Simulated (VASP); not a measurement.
# Pt (Fd-3m) in VASP: single point with PBE

Aim: the single point of Pt with PBE.

Program: VASP 6.6.1. These are calculated values, not measurements. Logs are shortened: lines on timing, memory, paths and dates and some standing lists are left out, and cuts for length are marked.

### Step 1. The cell of the first run

The structure is cubic, space group Fd-3m (No. 227). Conventional cell: a = 5.784 Å, b = 5.784 Å, c = 5.784 Å, α = 90.00°, β = 90.00°, γ = 90.00°. Pt (site symmetry -43m) has 4 Pt at 2.50 Å within 3.3 Å.

### Step 2. Single point, PBE

Input file INCAR:

```
PREC = Accurate
ENCUT = 520
EDIFF = 1E-7
ISMEAR = -1
SIGMA = 0.13605693000000002
LREAL = False
LASPH = True
NELM = 60
ALGO = Normal
ISIF = 2
LWAVE = False
LCHARG = True
GGA = PE
LELF = True
LVHAR = True
NBANDS = 17
```

Input file KPOINTS:

```
Automatic mesh
0
Gamma
  8 8 8
```

Input file POSCAR:

```
Pt
1.0
    0.0000000000      2.8918120204      2.8918120204
    2.8918120204      0.0000000000      2.8918120204
    2.8918120204      2.8918120204      0.0000000000
Pt
2
Direct
    0.0000000000      0.0000000000      0.0000000000
    0.2500000000      0.2500000000      0.2500000000
```

Potentials or basis: VASP PAW PBE potentials, release 64 (Pt).

Run with:

```
$ cat potpaw_PBE.64/Pt/POTCAR > POTCAR
$ mpirun -np 1 vasp_std > vasp.out
```

OUTCAR:

```text
PREC = Accurate
   ENCUT = 520
   EDIFF = 1E-7
   ISMEAR = -1
   LREAL = False
   LASPH = True
   NELM = 60
   ISIF = 2
   GGA = PE

 ion  position               nearest neighbor table
   1  0.000  0.000  0.000-   2 2.50   2 2.50   2 2.50   2 2.50
   2  0.250  0.250  0.250-   1 2.50   1 2.50   1 2.50   1 2.50

  LATTYP: Found a face centered cubic cell.
 ALAT       =     5.7836240408

  Lattice vectors:

 A1 = (   0.0000000000,   2.8918120204,   2.8918120204)
 A2 = (   2.8918120204,   0.0000000000,   2.8918120204)
 A3 = (   2.8918120204,   2.8918120204,   0.0000000000)

Analysis of symmetry for initial positions (statically):
=====================================================================
 Subroutine PRICEL returns:
 Original cell was already a primitive cell.

 Routine SETGRP: Setting up the symmetry group for a
 face centered cubic supercell.

 Subroutine GETGRP returns: Found 48 space group operations
 (whereof 24 operations were pure point group operations)
 out of a pool of 48 trial point group operations.

The static configuration has the point symmetry T_d .
 The point group associated with its full space group is O_h .

Analysis of symmetry for dynamics (positions and initial velocities):
=====================================================================
 Subroutine PRICEL returns:
 Original cell was already a primitive cell.

 Routine SETGRP: Setting up the symmetry group for a
 face centered cubic supercell.

 Subroutine GETGRP returns: Found 48 space group operations
 (whereof 24 operations were pure point group operations)
 out of a pool of 48 trial point group operations.

The dynamic configuration has the point symmetry T_d .
 The point group associated with its full space group is O_h .

 Subroutine INISYM returns: Found 48 space group operations
 (whereof 24 operations are pure point group operations),
 and found     1 'primitive' translations

----------------------------------------------------------------------------------------

                                     Primitive cell

  volume of cell :      48.3660

  direct lattice vectors                    reciprocal lattice vectors
     0.000000000  2.891812020  2.891812020    -0.172901972  0.172901972  0.172901972
     2.891812020  0.000000000  2.891812020     0.172901972 -0.172901972  0.172901972
     2.891812020  2.891812020  0.000000000     0.172901972  0.172901972 -0.172901972

  length of vectors
     4.089639779  4.089639779  4.089639779     0.299475000  0.299475000  0.299475000
[... 74 lines left out ...]
   ICHARG =      2    charge: 1-file 2-atom 10-const
   ISPIN  =      1    spin polarized calculation?
   LNONCOLLINEAR =      F non collinear calculations
   LSORBIT =      F    spin-orbit coupling
   LASPH  =      T    aspherical Exc in radial PAW
   ENCUT  =  520.0 eV  38.22 Ry    6.18 a.u.   7.60  7.60  7.60*2*pi/ulx,y,z
   NELM   =     60;   NELMIN=  2; NELMDL= -5     # of ELM steps
   EDIFF  = 0.1E-06   stopping-criterion for ELM
   LREAL  =      F    real-space projection
   EDIFFG = 0.1E-05   stopping-criterion for IOM
   NSW    =      0    number of steps for IOM
   IBRION =     -1    ionic relax: 0-MD 1-quasi-New 2-CG
   NFREE  =      0    steps in history (QN), initial steepest desc. (CG)
   ISIF   =      2    stress and relaxation
   ISYM   =      2    0-nonsym 1-usesym 2-fastsym
   POTIM  = 0.5000    time-step for ionic-motion
   TEBEG  =    0.0;   TEEND  =   0.0 temperature during run
   PSTRESS=    0.0 pullay stress
   NELECT =      20.0000    total number of electrons
   NUPDOWN=      -1.0000    fix difference up-down
   EMIN   =  10.00;   EMAX   =-10.00  energy-range for DOS
   EFERMI =   0.00;   METHOD = LEGACY
   ISMEAR =    -1;   SIGMA  =   0.14  broadening in eV -4-tet -1-fermi 0-gaus
   EFERMI_NEDOS =   21; number of points for ismear=-14 and -15
   IALGO  =     38    algorithm
   IMIX   =      4    mixing-type and parameters
     AMIX     =   0.40;   BMIX     =  1.00
     AMIX_MAG =   1.60;   BMIX_MAG =  1.00
  volume/ion in A,a.u.               =      24.18       163.19
  Fermi-wavevector in a.u.,A,eV,Ry     =   1.219658  2.304820 20.239563  1.487566
  Thomas-Fermi vector in A             =   2.354903
   LORBIT       =      0    0 simple, 1 ext, 2 COOP (PROOUT), +10 PAW based schemes
   GGA     = PE    functional components
   LHFCALC =     F    Hartree Fock is set to
   AEXX    =    0.0000 exact exchange contribution
   IVDW    =     0    specifies the selected vdW correction
   LEPSILON=     F    determine dielectric tensor
   LRPA    =     F    only Hartree local field effects (RPA)
 non-spin polarized calculation
  energy-cutoff  :      520.00
  volume of cell :       48.37
 maximum number of plane-waves:      1316
   NGX = 15   NGY = 15   NGZ = 15

 number of electron      19.9999998 magnetization

 Free energy of the ion-electron system (eV)
  ---------------------------------------------------
  ext. energy  EPLUGINS =         0.00000000
  ---------------------------------------------------
  free energy    TOTEN  =       -10.20219305 eV

  energy without entropy =       -9.93984328  energy(sigma->0) =      -10.07101816

 E-fermi :   4.9767     XC(G=0): -10.4066

 val. band max:        4.9720321198   @ k =  -0.3750   0.5000   0.1250
 cond. band min:       4.9794994677   @ k =  -0.3750   0.2500   0.0000
 fundamental gap:      0.0074673480
 Fermi energy:         4.9766562445

 k-point     1 :       0.0000    0.0000    0.0000
  band No.  band energies     occupation
      1      -1.9585      2.00000
      2       0.5854      2.00000
      3       0.5854      2.00000
      4       0.7291      2.00000
      5       0.7291      2.00000
      6       0.7291      2.00000
[... 457 lines left out ...]
      4       0.6788      2.00000
      5       1.2945      2.00000
      6       1.4941      2.00000
[... 9 lines left out ...]
     16      17.4937      0.00000
     17      19.8904      0.00000

 [... further k-points ...]
[... 5 lines left out ...]
  --------------------------------------------------------------------------------------
  -------------------------------------------------------------------------------------
  Total       -0.1158170     -0.1158170     -0.1158170      0.0000000      0.0000000      0.0000000
  in kB       -3.8365666     -3.8365666     -3.8365666      0.0000000      0.0000000      0.0000000
  external PRESSURE =      -3.8365666 kB  Pullay stress =       0.0000000 kB

 VOLUME and BASIS-vectors are now :
 -----------------------------------------------------------------------------
  energy-cutoff  :      520.00
  volume of cell :       48.37
      direct lattice vectors                 reciprocal lattice vectors
     0.000000000  2.891812020  2.891812020    -0.172901972  0.172901972  0.172901972
     2.891812020  0.000000000  2.891812020     0.172901972 -0.172901972  0.172901972
     2.891812020  2.891812020  0.000000000     0.172901972  0.172901972 -0.172901972

 POSITION                                       TOTAL-FORCE (eV/Angst)
 -----------------------------------------------------------------------------------
      0.00000      0.00000      0.00000         0.000000      0.000000      0.000000
      1.44591      1.44591      1.44591        -0.000000     -0.000000     -0.000000
 -----------------------------------------------------------------------------------
    total drift:                                0.000000     -0.000000      0.000000

  FREE ENERGIE OF THE ION-ELECTRON SYSTEM (eV)
  ---------------------------------------------------
  free  energy   TOTEN  =       -10.2021930475 eV

  energy  without entropy=       -9.9398432806  energy(sigma->0) =      -10.07101816
```

stdout:

```text
POSCAR found type information on POSCAR Pt
 POSCAR found :  1 types and       2 ions
 scaLAPACK will be used
 LDA part: xc-table for (Slater+PW92), standard interpolation
 POSCAR, INCAR and KPOINTS ok, starting setup
 FFT: planning ... GRIDC
 FFT: planning ... GRID_SOFT
 FFT: planning ... GRID
 WAVECAR not read
 entering main loop
```

Wall time 9.9 s (1 thread of Intel Xeon 6975P-C (Granite Rapids), shared host); peak memory 0.17 GiB.

What came out:

* Free energy: -10.2022 eV
* Pressure: -0.4 GPa
* Band gap on the k mesh: zero (band 10 reaches 5.17 eV, above the bottom of band 11 at 4.57 eV)

Levels at points of the mesh, in eV from the Fermi level:
| k point | band 6 | band 7 | band 8 | band 9 | band 10 | band 11 | band 12 | band 13 | band 14 | band 15 |
| --- | --- | --- | --- | --- | --- | --- | --- | --- | --- | --- |
| (0.00, 0.00, 0.00) | -4.25 | -1.82 | -1.82 | -1.82 | -0.09 | -0.09 | 10.39 | 10.55 | 11.49 | 11.49 |
| (0.50, 0.00, 0.00) | -4.07 | -1.34 | -1.34 | -1.27 | -0.41 | -0.41 | 0.73 | 7.91 | 7.91 | 9.93 |
| (0.50, 0.50, 0.00) | -3.30 | -2.41 | -2.41 | -0.16 | -0.16 | 1.27 | 1.27 | 3.91 | 3.91 | 9.32 |

Caveat: spin-orbit coupling is left out, which moves the levels of the heavy elements.
